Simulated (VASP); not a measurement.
Set up this calculation in VASP 6.6.1, as the native input.

| Quantity | Value |
| --- | --- |
| Task | single point |
| Functional | PBE |
| Potentials or basis | VASP PAW PBE potentials, release 64 (Ti_sv, C) |
| Cutoff | 520 eV |
| k mesh | 18 × 18 × 18 |
| Occupations | gaussian, width 0.15 eV |
| Spin | no spin polarisation |
| Dipole correction | no |
| Further INCAR settings | ALGO = Normal; EDIFF = 1e-06; NBANDS = 15 |

The structure of TiC lies in POSCAR:

```
TiC
1.0
    0.0000000000      2.1640000000      2.1640000000
    2.1640000000      0.0000000000      2.1640000000
    2.1640000000      2.1640000000      0.0000000000
Ti C
1 1
Direct
   -0.0462107209     -0.0462107209     -0.0191411073
    0.5000000000      0.5000000000      0.5000000000
```

This cell differs from its parent crystal: atom 1 (Ti) moved by (-0.200, -0.200) A along [1 1 0] and z.

One way to write it, as run:

INCAR

```
PREC = Accurate
ENCUT = 520
EDIFF = 1E-6
ISMEAR = 0
SIGMA = 0.15
LREAL = F
LASPH = T
NELM = 80
ALGO = Normal
ISIF = 2
LWAVE = F
LCHARG = T
GGA = PE
LELF = T
LVHAR = T
NBANDS = 15
```

KPOINTS

```
regular mesh
0
Gamma
  18 18 18
```

Potentials or basis: VASP PAW PBE potentials, release 64 (Ti_sv, C).

Launch:

```sh
$ cat potpaw_PBE.64/Ti_sv/POTCAR potpaw_PBE.64/C/POTCAR > POTCAR
$ mpirun -np 1 vasp_std > vasp.out
```

It gave:

```json
{"Pressure": "10.2 GPa", "Largest force": "2.337 eV/Å", "Band gap on the k mesh": "0.20 eV, indirect (least direct gap 0.56 eV)"}
```

Caveat: the cell differs from its parent crystal (atom 1 (Ti) moved by (-0.200, -0.200) A along [1 1 0] and z); forces of over 1 eV/Å act on the atoms, so gaps and moduli don't describe the material at rest.

It took 8.7 min on 1 thread of Oxide Virtual Turin-like Processor, on a shared host, peak memory 0.52 GiB.
